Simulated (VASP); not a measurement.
# NaF in VASP: further runs

NaF is run at these levels: PBE; tasks: single point, relaxation of shape and atoms at fixed volume.

All numbers are computed with VASP 6.6.1; they aren't measurements. Logs are shortened: lines on timing, memory, paths and dates and some standing lists are left out, and cuts for length are marked.

## Step 1: The cell of the first run

Symmetry: Cm, No. 8, monoclinic system. The conventional cell has a = 6.587 Å, b = 10.194 Å, c = 3.146 Å, α = 90.00°, β = 118.37°, γ = 90.00°. Within 3.0 Å of Na (site symmetry 1) lie 5 F at 2.27 to 2.48 Å. Na (site symmetry m) has 6 F at 2.47 to 2.48 Å and 6 Na at 3.15 to 3.38 Å within 3.4 Å. F (site symmetry 1) has 5 Na at 2.27 to 2.47 Å within 3.0 Å. F (site symmetry m) has 6 Na at 2.47 to 2.48 Å and 6 F at 3.15 to 3.38 Å within 3.4 Å.

## Step 2: Single point, PBE (15.49 Å³/atom)

INCAR reads:

```
SYSTEM = NaF
PREC = Accurate
ENCUT = 520
EDIFF = 1E-7
ISMEAR = 0
SIGMA = 0.02
LREAL = .False.
LASPH = .True.
NELM = 80
ALGO = Normal
ISIF = 2
LWAVE = .False.
LCHARG = .False.
GGA = PE
NBANDS = 30
```

KPOINTS reads:

```
Automatic mesh
0
Gamma
  6 6 8
  0 0 0
```

POSCAR reads:

```
NaF
1.0
    3.2936946875     -5.0970954056     -0.0022334545
    3.2936946875      5.0970954056     -0.0022334545
   -1.4925652418      0.0000000000      2.7689096691
Na F
3 3
Direct
    0.3036411835      0.9940433361      0.3981804620
    0.6654366095      0.6654366095      0.9159210827
    0.9940433361      0.3036411835      0.3981804620
    0.6960226592      0.0052466116      0.6012775119
    0.3353706001      0.3353706001      0.0850569694
    0.0052466116      0.6960226592      0.6012775119
```

Potentials or basis: VASP PAW PBE potentials, release 64 (Na_pv, F).

Started as:

```bash
cat potpaw_PBE.64/Na_pv/POTCAR potpaw_PBE.64/F/POTCAR > POTCAR
mpirun -np 1 vasp_std > vasp.out
```

OUTCAR:

```text
SYSTEM = NaF
   PREC = Accurate
   ENCUT = 520
   EDIFF = 1E-7
   ISMEAR = 0
   LREAL = .False.
   LASPH = .True.
   NELM = 80
   ISIF = 2
   GGA = PE

 ion  position               nearest neighbor table
   1  0.304  0.994  0.398-   4 2.27   6 2.34   6 2.34
   2  0.665  0.665  0.916-
   3  0.994  0.304  0.398-   6 2.27   4 2.34   4 2.34
   4  0.696  0.005  0.601-   1 2.27   3 2.34   3 2.34
   5  0.335  0.335  0.085-
   6  0.005  0.696  0.601-   3 2.27   1 2.34   1 2.34

  LATTYP: Found a base centered monoclinic cell.
 ALAT       =     6.5873908895
 B/A-ratio  =     1.5475308786
 C/A-ratio  =     0.4775138188
 COS(beta)  =    -0.4750943106

  Lattice vectors:

 A1 = (   3.2936946875,  -5.0970954056,  -0.0022334545)
 A2 = (   3.2936946875,   5.0970954056,  -0.0022334545)
 A3 = (  -1.4925652418,   0.0000000000,   2.7689096691)

Analysis of symmetry for initial positions (statically):
=====================================================================
 Subroutine PRICEL returns:
 Original cell was already a primitive cell.

 Routine SETGRP: Setting up the symmetry group for a
 base centered monoclinic supercell.

 Subroutine GETGRP returns: Found  2 space group operations
 (whereof  2 operations were pure point group operations)
 out of a pool of  4 trial point group operations.

The static configuration has the point symmetry C_1h.

Analysis of symmetry for dynamics (positions and initial velocities):
=====================================================================
 Subroutine PRICEL returns:
 Original cell was already a primitive cell.

 Routine SETGRP: Setting up the symmetry group for a
 base centered monoclinic supercell.

 Subroutine GETGRP returns: Found  2 space group operations
 (whereof  2 operations were pure point group operations)
 out of a pool of  4 trial point group operations.

The dynamic configuration has the point symmetry C_1h.

 Subroutine INISYM returns: Found  2 space group operations
 (whereof  2 operations are pure point group operations),
 and found     1 'primitive' translations

----------------------------------------------------------------------------------------

                                     Primitive cell

  volume of cell :      92.9365

  direct lattice vectors                    reciprocal lattice vectors
     3.293694687 -5.097095406 -0.002233454     0.151860715 -0.098095084  0.081859667
     3.293694687  5.097095406 -0.002233454     0.151860715  0.098095084  0.081859667
    -1.492565242  0.000000000  2.768909669     0.000244987  0.000000000  0.361285047

  length of vectors
     6.068674588  6.068674588  3.145570180     0.198457369  0.198457369  0.361285130

  position of ions in fractional coordinates (direct lattice)
     0.303641183  0.994043336  0.398180462
     0.665436609  0.665436609  0.915921083
     0.994043336  0.303641183  0.398180462
     0.696022659  0.005246612  0.601277512
     0.335370600  0.335370600  0.085056969
     0.005246612  0.696022659  0.601277512

  ion indices of the primitive-cell ions
   primitive index   ion index
                 1           1
                 2           2
                 3           3
                 4           4
                 5           5
                 6           6

----------------------------------------------------------------------------------------

 KPOINTS: Automatic mesh

Automatic generation of k-mesh.
 Grid dimensions read from file:
 generate k-points for:    6    6    8

 Generating k-lattice:

  Cartesian coordinates                     Fractional coordinates (reciprocal lattice)
     0.025310119 -0.016349181  0.013643278     0.166666667  0.000000000  0.000000000
     0.025310119  0.016349181  0.013643278     0.000000000  0.166666667  0.000000000
     0.000030623  0.000000000  0.045160631     0.000000000  0.000000000  0.125000000

  Length of vectors
     0.033076228  0.033076228  0.045160641

  Shift w.r.t. Gamma in fractional coordinates (k-lattice)
     0.000000000  0.000000000  0.000000000

 Subroutine IBZKPT returns following result:
 ===========================================

 Found     89 irreducible k-points:

 Following reciprocal coordinates:
            Coordinates               Weight
  0.000000  0.000000  0.000000      1.000000
  0.166667 -0.000000 -0.000000      4.000000
  0.333333  0.000000 -0.000000      4.000000
  0.500000 -0.000000 -0.000000      2.000000
  0.166667  0.166667 -0.000000      2.000000
  0.333333  0.166667 -0.000000      4.000000
[... 16 lines left out ...]
 -0.333333  0.166667  0.125000      4.000000
 -0.166667  0.166667  0.125000      4.000000
 [... further k-points ...]
   k-points           NKPTS =     89   k-points in BZ     NKDIM =     89   number of bands    NBANDS=     30
   number of dos      NEDOS =    301   number of ions     NIONS =      6
   total plane-waves  NPLWV =  55296
   dimension x,y,z NGX =    48 NGY =   48 NGZ =   24
   dimension x,y,z NGXF=    96 NGYF=   96 NGZF=   48
   ions per type =               3   3
   NGX,Y,Z   is equivalent  to a cutoff of  13.15, 13.15, 12.68 a.u.
   NGXF,Y,Z  is equivalent  to a cutoff of  26.30, 26.30, 25.37 a.u.
 SYSTEM =  NaF
   PREC   = accura    normal or accurate (medium, high low for compatibility)
   ISTART =      0    job   : 0-new  1-cont  2-samecut
   ICHARG =      2    charge: 1-file 2-atom 10-const
   ISPIN  =      1    spin polarized calculation?
   LNONCOLLINEAR =      F non collinear calculations
   LSORBIT =      F    spin-orbit coupling
   LASPH  =      T    aspherical Exc in radial PAW
   ENCUT  =  520.0 eV  38.22 Ry    6.18 a.u.  11.28 11.28  5.85*2*pi/ulx,y,z
   NELM   =     80;   NELMIN=  2; NELMDL= -5     # of ELM steps
   EDIFF  = 0.1E-06   stopping-criterion for ELM
   LREAL  =      F    real-space projection
   EDIFFG = 0.1E-05   stopping-criterion for IOM
   NSW    =      0    number of steps for IOM
   IBRION =     -1    ionic relax: 0-MD 1-quasi-New 2-CG
   NFREE  =      0    steps in history (QN), initial steepest desc. (CG)
   ISIF   =      2    stress and relaxation
   ISYM   =      2    0-nonsym 1-usesym 2-fastsym
   POTIM  = 0.5000    time-step for ionic-motion
   TEBEG  =    0.0;   TEEND  =   0.0 temperature during run
   PSTRESS=    0.0 pullay stress
   NELECT =      42.0000    total number of electrons
   NUPDOWN=      -1.0000    fix difference up-down
   EMIN   =  10.00;   EMAX   =-10.00  energy-range for DOS
   EFERMI =   0.00;   METHOD = LEGACY
   ISMEAR =     0;   SIGMA  =   0.02  broadening in eV -4-tet -1-fermi 0-gaus
   EFERMI_NEDOS =   21; number of points for ismear=-14 and -15
   IALGO  =     38    algorithm
   IMIX   =      4    mixing-type and parameters
     AMIX     =   0.40;   BMIX     =  1.00
     AMIX_MAG =   1.60;   BMIX_MAG =  1.00
  volume/ion in A,a.u.               =      15.49       104.53
  Fermi-wavevector in a.u.,A,eV,Ry     =   1.256307  2.374077 21.474185  1.578308
  Thomas-Fermi vector in A             =   2.390022
   LORBIT       =      0    0 simple, 1 ext, 2 COOP (PROOUT), +10 PAW based schemes
   GGA     = PE    functional components
   LHFCALC =     F    Hartree Fock is set to
   AEXX    =    0.0000 exact exchange contribution
   IVDW    =     0    specifies the selected vdW correction
   LEPSILON=     F    determine dielectric tensor
   LRPA    =     F    only Hartree local field effects (RPA)
 non-spin polarized calculation
 Gauss-broadening in eV      SIGMA  =   0.02
  energy-cutoff  :      520.00
  volume of cell :       92.94
 maximum number of plane-waves:      2523
 NGX is ok and might be reduce to    48
   NGX = 23   NGY = 23   NGZ = 11

 number of electron      42.0000016 magnetization

 Free energy of the ion-electron system (eV)
  ---------------------------------------------------
  ext. energy  EPLUGINS =         0.00000000
  ---------------------------------------------------
  free energy    TOTEN  =       -25.08412107 eV

  energy without entropy =      -25.08412107  energy(sigma->0) =      -25.08412107

 E-fermi :  -2.5045     XC(G=0):  -8.0864

 val. band max:       -2.6888037065   @ k =   0.5000   0.5000  -0.0000
 cond. band min:       2.3867646278   @ k =   0.0000   0.0000   0.0000
 fundamental gap:      5.0755683343
 Fermi energy:        -2.5045461078

 k-point     1 :       0.0000    0.0000    0.0000
  band No.  band energies     occupation
      1     -22.7883      2.00000
      2     -22.7827      2.00000
      3     -22.5789      2.00000
      4     -22.5519      2.00000
      5     -22.4950      2.00000
      6     -22.4943      2.00000
[... 22 lines left out ...]
     29      13.6111      0.00000
     30      15.4887      0.00000

 k-point     2 :       0.1667   -0.0000   -0.0000
  band No.  band energies     occupation
      1     -22.7868      2.00000
      2     -22.7772      2.00000
      3     -22.5750      2.00000
      4     -22.5500      2.00000
      5     -22.5194      2.00000
      6     -22.4948      2.00000
[... 22 lines left out ...]
     29      13.3593      0.00000
     30      14.2790      0.00000

 k-point     3 :       0.3333    0.0000   -0.0000
  band No.  band energies     occupation
      1     -22.7777      2.00000
      2     -22.7599      2.00000
      3     -22.6221      2.00000
      4     -22.5496      2.00000
      5     -22.5252      2.00000
      6     -22.4950      2.00000
[... 22 lines left out ...]
     29      12.1629      0.00000
     30      13.4495      0.00000

 k-point     4 :       0.5000   -0.0000   -0.0000
  band No.  band energies     occupation
      1     -22.7768      2.00000
      2     -22.7196      2.00000
      3     -22.6861      2.00000
      4     -22.5451      2.00000
      5     -22.5178      2.00000
      6     -22.4958      2.00000
[... 22 lines left out ...]
     29      12.4741      0.00000
     30      12.9537      0.00000

 k-point     5 :       0.1667    0.1667   -0.0000
  band No.  band energies     occupation
      1     -22.7727      2.00000
      2     -22.7717      2.00000
      3     -22.6040      2.00000
      4     -22.5430      2.00000
      5     -22.5386      2.00000
      6     -22.4944      2.00000
[... 22 lines left out ...]
     29      12.3616      0.00000
     30      14.0654      0.00000
[... 526 lines left out ...]
     29      13.0009      0.00000
     30      13.5430      0.00000

 k-point    22 :       0.5000    0.1667    0.1250
  band No.  band energies     occupation
      1     -22.7739      2.00000
      2     -22.7288      2.00000
      3     -22.6445      2.00000
      4     -22.5435      2.00000
      5     -22.5264      2.00000
      6     -22.5086      2.00000
[... 22 lines left out ...]
     29      12.5109      0.00000
     30      13.2222      0.00000

 k-point    23 :      -0.3333    0.1667    0.1250
  band No.  band energies     occupation
      1     -22.7833      2.00000
      2     -22.7368      2.00000
      3     -22.6015      2.00000
      4     -22.5567      2.00000
      5     -22.5322      2.00000
      6     -22.5046      2.00000
[... 22 lines left out ...]
     29      12.6728      0.00000
     30      13.4917      0.00000

 k-point    24 :      -0.1667    0.1667    0.1250
  band No.  band energies     occupation
      1     -22.7742      2.00000
      2     -22.7481      2.00000
      3     -22.5851      2.00000
      4     -22.5630      2.00000
      5     -22.5359      2.00000
      6     -22.5019      2.00000
[... 22 lines left out ...]
     29      12.8429      0.00000
     30      13.8290      0.00000

 [... further k-points ...]

------------------------ aborting loop because EDIFF is reached ----------------------------------------

  FORCE on cell =-STRESS in cart. coord.  units (eV):
  Direction    XX          YY          ZZ          XY          YZ          ZX
  --------------------------------------------------------------------------------------
  -------------------------------------------------------------------------------------
  Total       -1.8349097     -1.8262857     -1.8408966      0.0000000      0.0000000     -0.0046944
  in kB      -31.6329113    -31.4842384    -31.7361220      0.0000000      0.0000000     -0.0809287
  external PRESSURE =     -31.6177572 kB  Pullay stress =       0.0000000 kB

 VOLUME and BASIS-vectors are now :
 -----------------------------------------------------------------------------
  energy-cutoff  :      520.00
  volume of cell :       92.94
      direct lattice vectors                 reciprocal lattice vectors
     3.293694687 -5.097095406 -0.002233454     0.151860715 -0.098095084  0.081859667
     3.293694687  5.097095406 -0.002233454     0.151860715  0.098095084  0.081859667
    -1.492565242  0.000000000  2.768909669     0.000244987  0.000000000  0.361285047

 POSITION                                       TOTAL-FORCE (eV/Angst)
 -----------------------------------------------------------------------------------
      3.67987      3.51905      1.09963        -0.004683      0.003873     -0.001830
      3.01642      0.00000      2.53313        -0.006286      0.000000     -0.003748
      3.67987     -3.51905      1.09963        -0.004683     -0.003873     -0.001830
      1.41232     -3.52095      1.66332         0.005599     -0.004140      0.002599
      2.08226      0.00000      0.23402         0.004453      0.000000      0.002209
      1.41232      3.52095      1.66332         0.005599      0.004140      0.002599
 -----------------------------------------------------------------------------------
    total drift:                                0.000327     -0.000000      0.000303

  FREE ENERGIE OF THE ION-ELECTRON SYSTEM (eV)
  ---------------------------------------------------
  free  energy   TOTEN  =       -25.0841210740 eV

  energy  without entropy=      -25.0841210740  energy(sigma->0) =      -25.08412107
```

Run time: 2.5 min. Hardware: 1 thread of AMD EPYC 9R45 (Zen 5), shared host; peak memory 0.29 GiB.

What came out:

| Quantity | Value |
| --- | --- |
| Free energy | -25.0841 eV |
| Pressure | -3.2 GPa |
| Largest force | 0.007 eV/Å |
| Band gap on the k mesh | 5.08 eV (least direct gap 5.10 eV) |

Forces in eV/Å, atoms in the order of the input:
```
Na  -0.005  0.004 -0.002
Na  -0.006  0.000 -0.004
Na  -0.005 -0.004 -0.002
F    0.006 -0.004  0.003
F    0.004  0.000  0.002
F    0.006  0.004  0.003
```

Levels at points of the mesh, in eV from the valence-band top:
```csv
k point,band 17,band 18,band 19,band 20,band 21,band 22,band 23,band 24,band 25,band 26
"(0.00, 0.00, 0.00)",-0.22,-0.20,-0.17,-0.04,-0.03,5.08,9.90,10.13,11.10,11.76
"(0.50, 0.00, 0.00)",-0.34,-0.33,-0.17,-0.05,-0.01,7.00,7.17,9.32,10.45,12.92
"(0.50, 0.50, 0.00)",-0.37,-0.30,-0.18,-0.05,0.00,6.98,7.16,9.30,10.39,13.24
"(0.00, 0.00, 0.50)",-0.69,-0.54,-0.36,-0.28,-0.23,9.97,10.30,10.53,10.64,11.47
"(0.50, 0.00, 0.50)",-0.67,-0.55,-0.49,-0.21,-0.17,9.37,9.81,10.65,11.74,11.80
"(0.50, 0.50, 0.50)",-0.69,-0.54,-0.36,-0.28,-0.23,9.98,10.30,10.52,10.64,11.46
```

Caveat: the cell stands under tension. A k mesh can miss the band edges.

(Part 1 of 2 ends here.)
